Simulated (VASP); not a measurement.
Wanted: the native input for a VASP 6.6.1 run.

* Task: single point
* Functional: LDA
* Potentials or basis: VASP PAW LDA potentials, release 64 (Ta_pv, N)
* Cutoff: 520 eV
* k mesh: 3 × 3 × 5
* Occupations: fermi-dirac, width 0.1 eV
* Spin: no spin polarisation
* Dipole correction: no
* Further INCAR settings: ALGO = Normal; EDIFF = 1e-06; NBANDS = 33

The structure of TaN lies in POSCAR:

```
TaN
1.0
    5.1910000000      0.0000000000      0.0000000000
   -2.5955000000      4.4955380000      0.0000000000
    0.0000000000      0.0000000000      2.9080000000
Ta N
3 3
Direct
    0.0000000000      0.0000000000      0.0000000000
    0.3333333333      0.6666666667      0.5000000000
    0.6666666667      0.3333333333      0.5000000000
    0.5000000000      0.0000000000      0.0000000000
    0.5000000000      0.5000000000      0.0000000000
    0.0000000000      0.5000000000      0.0000000000
```

The input as run:

INCAR

```
SYSTEM = TaN
  PREC = Accurate
  ENCUT = 520
  EDIFF = 1E-6
  ISMEAR = -1
  SIGMA = 0.1
  LREAL = .False.
  LASPH = .True.
  NELM = 60
  ALGO = Normal
  ISIF = 2
  LWAVE = .False.
  LCHARG = .True.
  LELF = .True.
  LVHAR = .True.
  NBANDS = 33
```

KPOINTS

```
Automatic mesh
0
Gamma
  3 3 5
  0 0 0
```

Potentials or basis: VASP PAW LDA potentials, release 64 (Ta_pv, N).

Run with:

```bash
$ cat potpaw_LDA.64/Ta_pv/POTCAR potpaw_LDA.64/N/POTCAR > POTCAR
$ mpirun -np 1 vasp_std > vasp.out
```

It gave:

```
Pressure               : -2.8 GPa
Band gap on the k mesh : zero (band 24 reaches 8.47 eV, above the bottom of band 25 at 6.76 eV)
```

Caveat: the k points lie up to 0.47 Å⁻¹ apart; spin-orbit coupling is left out, which moves the levels of the heavy elements.

It took 8.8 s on 1 thread of Intel(R) Xeon(R) 6975P-C (Granite Rapids), on a shared host, peak memory 0.16 GiB.
